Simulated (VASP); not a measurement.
Set up this calculation in VASP 6.6.1, as the native input.

```yaml
Task: single point
Functional: HSE06
Potentials_or_basis: VASP PAW PBE potentials, release 64 (Mg, Te)
Cutoff: 520 eV
k_mesh: 6 × 6 × 2
Occupations: gaussian, width 0.01 eV
Spin: no spin polarisation
Dipole_correction: no
Grid_for_exact_exchange_PRECFOCK: Normal
Further_INCAR_settings: ALGO = Normal; EDIFF = 1e-06; NBANDS = 16
Share_of_exact_exchange: 0.25
Screening_parameter: 0.2079 1/Å
```

The system is MgTe.

```xyz
4
Lattice="4.5777 0.0000 0.0000 -2.2889 3.9644 0.0000 0.0000 0.0000 7.4548" Properties=species:S:1:pos:R:3 pbc="T T T"
Mg    0.0000    2.6430    7.4316
Mg    2.2889    1.3215    3.7042
Te    0.0000    2.6430    2.7815
Te    2.2889    1.3215    6.5089
```

The input as run:

POSCAR

```
MgTe
1.0
    4.5777324796      0.0000000000      0.0000000000
   -2.2888662398      3.9644326191      0.0000000000
    0.0000000000      0.0000000000      7.4548284134
Mg Te
2 2
Direct
    0.3333333333      0.6666666667      0.9968886101
    0.6666666667      0.3333333333      0.4968886101
    0.3333333333      0.6666666667      0.3731113899
    0.6666666667      0.3333333333      0.8731113899
```

INCAR.step1

```
PREC = Accurate ; ENCUT = 520
EDIFF = 1E-5 ; ISMEAR = 0
SIGMA = 0.01 ; LREAL = False
LASPH = True ; NELM = 120
ALGO = Normal ; ISIF = 2
LWAVE = True ; GGA = PE
NBANDS = 16 ; GGA_COMPAT = False
```

INCAR.step2

```
PREC = Accurate ; ENCUT = 520
EDIFF = 1E-6 ; ISMEAR = 0
SIGMA = 0.01 ; LREAL = False
LASPH = True ; NELM = 120
ALGO = Normal ; ISIF = 2
LWAVE = False ; LCHARG = True
GGA = PE ; LHFCALC = True
HFSCREEN = 0.2079 ; PRECFOCK = Normal
LELF = True ; LVHAR = True
ISTART = 1 ; NBANDS = 16
GGA_COMPAT = False
```

KPOINTS

```
regular mesh
0
Gamma
  6 6 2
```

Potentials or basis: VASP PAW PBE potentials, release 64 (Mg, Te).

Launch:

```console
$ cat potpaw_PBE.64/Mg/POTCAR potpaw_PBE.64/Te/POTCAR > POTCAR
$ cp INCAR.step1 INCAR
$ mpirun -np 1 vasp_std > vasp.out
$ cp INCAR.step2 INCAR
$ mpirun -np 1 vasp_std > vasp.out
```

It gave:

The pressure is -0.2 GPa and the band gap on the k mesh is 3.21 eV.

Caveat: the k points lie up to 0.42 Å⁻¹ apart; the PAW data sets were made with another functional, which shifts forces and pressure a little; spin-orbit coupling is left out, which moves the levels of the heavy elements.

Run time: 46 min on 1 thread of Intel Xeon 8259CL (shared host), peak memory 0.38 GiB.
